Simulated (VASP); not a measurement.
Write the native input for VASP 6.6.1 that does the following.

```
Task                   : single point
Functional             : PBEsol
Potentials or basis    : VASP PAW PBE potentials, release 64 (Mg)
Cutoff                 : 520 eV
k mesh                 : 18 × 18 × 10
Occupations            : gaussian, width 0.15 eV
Spin                   : no spin polarisation
Dipole correction      : no
Further INCAR settings : ALGO = Normal; EDIFF = 1e-06; NBANDS = 9
```

The structure of Mg lies in POSCAR:

```
Mg
1.0
    3.4660132551      0.0000000000      0.0000000000
   -1.7330066275      3.0016555288      0.0000000000
    0.0000000000      0.0000000000      4.7935036000
Mg
2
Direct
    0.3333333333      0.6666666667      0.2500000000
    0.6666666667      0.3333333333      0.7500000000
```

This cell differs from its parent crystal: strain +0.080 along x and y, -0.080 along z.

These files were run (other wordings do the same):

INCAR

```
SYSTEM = Mg
ALGO = Normal ; EDIFF = 1E-6
ENCUT = 520 ; GGA = PS
ISIF = 2 ; ISMEAR = 0
LASPH = .True. ; LCHARG = .True.
LELF = .True. ; LREAL = .False.
LVHAR = .True. ; LWAVE = .False.
NBANDS = 9 ; NELM = 80
PREC = Accurate ; SIGMA = 0.15
```

KPOINTS

```
k-points
0
Gamma
  18 18 10
  0 0 0
```

Potentials or basis: VASP PAW PBE potentials, release 64 (Mg).

Run with:

```console
$ cat potpaw_PBE.64/Mg/POTCAR > POTCAR
$ mpirun -np 1 vasp_std > vasp.out
```

It gave:

```json
{"Pressure": "-2.4 GPa", "Band gap on the k mesh": "zero (bands 2 and 3 overlap by 2.03 eV)"}
```

Caveat: the cell differs from its parent crystal (strain +0.080 along x and y, -0.080 along z); the PAW data sets were made with another functional, which shifts forces and pressure a little.

Wall time 92 s on 1 thread of Intel Xeon 8259CL (shared host), peak memory 0.24 GiB.
